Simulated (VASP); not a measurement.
A run of VASP 6.6.1:

File INCAR:

```
ALGO = Normal
EDIFF = 1E-6
ENCUT = 520
GGA = PS
ISIF = 2
ISMEAR = 0
LASPH = T
LCHARG = T
LELF = T
LREAL = F
LVHAR = T
LWAVE = F
NBANDS = 60
NELM = 80
PREC = Accurate
SIGMA = 0.05
```

KPOINTS

```
k-points
0
Gamma
  6 6 6
```

POSCAR

```
ZnSe2
1.0
    6.2389316051      0.0000000000      0.0000000000
    0.0000000000      6.2389316051      0.0000000000
    0.0000000000      0.0000000000      6.2389316051
Zn Se
4 8
Direct
    0.5000000000      0.5000000000      0.0000000000
    0.5000000000      0.0000000000      0.5000000000
    0.0000000000      0.5000000000      0.5000000000
    0.0000000000      0.0000000000      0.0000000000
    0.1099579274      0.8900420726      0.3900420726
    0.8900420726      0.3900420726      0.1099579274
    0.3900420726      0.1099579274      0.8900420726
    0.6099579274      0.6099579274      0.6099579274
    0.8900420726      0.1099579274      0.6099579274
    0.1099579274      0.6099579274      0.8900420726
    0.6099579274      0.8900420726      0.1099579274
    0.3900420726      0.3900420726      0.3900420726
```

Potentials or basis: VASP PAW PBE potentials, release 64 (Zn, Se).

Launch:

```console
$ cat potpaw_PBE.64/Zn/POTCAR potpaw_PBE.64/Se/POTCAR > POTCAR
$ mpirun -np 1 vasp_std > vasp.out
```

Hardware: 1 thread of AMD EPYC 7R43 64-Core Processor (Zen 3), on a shared host.

Problem. How long does it take, and how much memory?

Solution. It took 8.3 min on 1 thread of AMD EPYC 7R43 64-Core Processor (Zen 3), with other jobs on the host, peak memory 0.42 GiB. Counts: scf iterations 14, k points 24.
